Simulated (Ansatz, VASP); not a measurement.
BaSc in VASP and in Ansatz

INCAR

```
SYSTEM = BaSc
PREC = Accurate
ENCUT = 600
EDIFF = 1E-7
ISMEAR = 0
SIGMA = 0.1
LREAL = .FALSE.
LASPH = .TRUE.
NELM = 100
ALGO = Normal
ISIF = 3
LWAVE = .FALSE.
LCHARG = .FALSE.
GGA = PE
IBRION = 2
NSW = 100
EDIFFG = -0.005
```

Contents of KPOINTS:

```
regular mesh
0
G
  10 10 10
  0 0 0
```

Contents of POSCAR:

```
BaSc
1.0
    4.2035616438      0.0000000000      0.0000000000
    0.0000000000      4.2035616438      0.0000000000
    0.0000000000      0.0000000000      4.2035616438
Ba Sc
1 1
Direct
    0.5000000000      0.5000000000      0.5000000000
    0.0000000000      0.0000000000      0.0000000000
```

Input for Ansatz:

```yaml
crystal:
  lattice:
    - [4.2035616438, 0.0, 0.0]
    - [0.0, 4.2035616438, 0.0]
    - [0.0, 0.0, 4.2035616438]
  atoms:
    - { symbol: Ba, position: [0.5, 0.5, 0.5] }
    - { symbol: Sc, position: [0.0, 0.0, 0.0] }
basis:
  ecutwfc: 420
kpoints:
  mp_grid: { grid: [10, 10, 10] }
hamiltonian:
  xc: pbe
scf:
  occupations: { method: gaussian, width: 0.1 }
output:
  forces: true
  stress: true
  eigenvalues: true
relax:
  adjacent_minimum: "off"
  f_tol: 0.005
  max_steps: 80
  cell: { stress_tol: 0.05 }
```

Alike in both runs: task relaxation of cell and atoms; functional PBE; k mesh 10 × 10 × 10; occupations gaussian, width 0.1 eV; no spin polarisation.

```csv
,VASP,Ansatz
version,VASP 6.6.1,Ansatz 0.2.0
potentials or method,"VASP PAW PBE potentials, release 64 (Ba_sv, Sc_sv), cutoff 600 eV","scalar-relativistic, plane waves, PAW"
valence electrons in the cell,21,21
```

```tsv
	VASP	Ansatz	Ansatz less VASP
gap on the k mesh at the Fermi level, each at its own relaxed structure (eV)	none	none	-
relaxed volume (Å³/atom)	38.76	38.28	-0.478
relaxed cell length with the largest relative difference (Å)	4.264	4.246	-0.0176
```

A gap of «none» marks a metal or a gap that the smearing closes.

Neither program's run includes spin-orbit coupling.
